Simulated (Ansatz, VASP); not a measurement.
# Sr: VASP beside Ansatz

Contents of INCAR:

```
  ALGO = Normal
  EDIFF = 1E-6
  ENCUT = 520
  GGA = CA
  ISIF = 2
  ISMEAR = -1
  LASPH = T
  LCHARG = F
  LREAL = F
  LWAVE = F
  NBANDS = 17
  NELM = 100
  PREC = Accurate
  SIGMA = 0.05
```

Contents of KPOINTS:

```
k-points
0
Gamma
  11 11 11
```

Contents of POSCAR:

```
Sr
1.0
   -2.8100000000      2.8600000000      1.5250000000
    2.8100000000     -2.8600000000      1.5250000000
    2.8100000000      2.8600000000     -1.5250000000
Sr
2
Direct
    0.3975000000      0.1025000000      0.2050000000
    0.6025000000      0.8975000000      0.7950000000
```

Input for Ansatz:

```yaml
crystal:
  lattice:
    - [-2.81, 2.86, 1.525]
    - [2.81, -2.86, 1.525]
    - [2.81, 2.86, -1.525]
  atoms:
    - { symbol: Sr, position: [0.3975, 0.1025, 0.205] }
    - { symbol: Sr, position: [0.6025, 0.8975, 0.795] }
kpoints:
  mp_grid: { grid: [11, 11, 11] }
scf:
  occupations: { method: fermi_dirac, width: 0.05 }
hamiltonian:
  xc: lda
  pseudopotentials: { kind: all_electron, lapw: { basis_error: 0.001 } }
output:
  forces: true
  stress: true
  eigenvalues: true
  populations: true
```

Change from the starting cell: shortest bond scaled by 0.82, LAPW.

Alike in both runs: task single point; functional LDA; k mesh 11 × 11 × 11; occupations fermi-dirac, width 0.05 eV; no spin polarisation.

```csv
,VASP,Ansatz
version,VASP 6.6.1,Ansatz 0.2.0
potentials or method,"VASP PAW LDA potentials, release 64 (Sr_sv), cutoff 520 eV","all-electron LAPW, scalar-relativistic"
```

```tsv
	VASP	Ansatz	Ansatz less VASP
pressure (GPa)	27.2	26.3	-0.96
traceless stress, the component that is largest in VASP (GPa)	16.68	15.67	-1.003
rms of the force components (eV/Å)	2.940	2.808	-0.1317
```

LDA's correlation is that of Perdew and Zunger in VASP and of Perdew and Wang (1992) in Ansatz. Atom by atom the forces differ by 0.134 eV/Å (rms over components). Ansatz ran all-electron here, and VASP with PAW potentials.
